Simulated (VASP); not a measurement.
The system is Hf.

```
CELL_PARAMETERS angstrom
3.25940 0.00000 0.00000
-1.62970 2.82272 0.00000
0.00000 0.00000 5.15700
ATOMIC_POSITIONS crystal
Hf 0.66667 0.33333 0.75000
Hf 0.33333 0.66667 0.25000
```

Base run:

| Quantity | Value |
| --- | --- |
| Program | VASP 6.6.1 |
| Functional | PBEsol |
| Potentials or basis | VASP PAW PBE potentials, release 64 (Hf_pv) |
| Cutoff | 520 eV |
| k mesh | 10 × 10 × 5 |
| Occupations | fermi-dirac, width 0.05 eV |
| Spin | no spin polarisation |

Its results: band gap on the k mesh zero (bands 10 and 11 overlap by 1.47 eV); pressure -9.5 GPa.

Q: The run is repeated on the same cell with these changes: functional from PBEsol to LDA; potentials or basis from VASP PAW PBE potentials, release 64 (Hf_pv) to VASP PAW LDA potentials, release 64 (Hf_pv). What comes out?

A: Band gap on the k mesh zero (bands 10 and 11 overlap by 1.39 eV); pressure -12.7 GPa.

Caveats: the cell stands under tension; spin-orbit coupling is left out, which moves the levels of the heavy elements; the PAW data sets were made with another functional, which shifts forces and pressure a little (at least some runs).
